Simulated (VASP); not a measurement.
Here is a VASP 6.6.1 calculation.

Contents of POSCAR:

```
C
1.0
    0.0000000000      1.7951807415      1.7951807415
    1.7951807415      0.0000000000      1.7951807415
    1.7951807415      1.7951807415      0.0000000000
C
2
Direct
    0.7500000000      0.7500000000      0.7500000000
    0.5000000000      0.5000000000      0.5000000000
```

Contents of INCAR.step1:

```
  PREC = Accurate
  ENCUT = 520
  ISMEAR = -1
  SIGMA = 0.05
  LREAL = F
  LASPH = T
  NELM = 100
  NBANDS = 11
  GGA = PE
  ALGO = Normal
  EDIFF = 1E-4
  LWAVE = T
  LCHARG = F
```

The input INCAR.step2:

```
  PREC = Accurate
  ENCUT = 520
  EDIFF = 1E-7
  ISMEAR = -1
  SIGMA = 0.05
  LREAL = F
  LASPH = T
  NELM = 100
  ALGO = Normal
  ISIF = 2
  LWAVE = F
  LCHARG = F
  METAGGA = R2SCAN
  LMIXTAU = T
  IVDW = 13
  VDW_S6 = 1.0
  VDW_S8 = 0.6018749
  VDW_A1 = 0.51559235
  VDW_A2 = 5.77342911
  NBANDS = 11
  ISTART = 1
```

KPOINTS

```
Automatic mesh
0
Gamma
  13 13 13
```

Potentials or basis: VASP PAW PBE potentials, release 64 (C).

The run is started by

```sh
$ cat potpaw_PBE.64/C/POTCAR > POTCAR
$ cp INCAR.step1 INCAR
$ mpirun -np 1 vasp_std > vasp.out
$ cp INCAR.step2 INCAR
$ mpirun -np 1 vasp_std > vasp.out
```

Problem. Estimate the band gap on the k mesh.

Solution. 4.29 eV, indirect (least direct gap 5.78 eV).

Problem. Estimate the pressure.

Solution. -11.9 GPa.

Problem. Predict the dispersion energy per atom.

Solution. -0.087 eV.

Caveat: the PAW data sets were made with another functional, which shifts forces and pressure a little. A k mesh can miss the band edges.
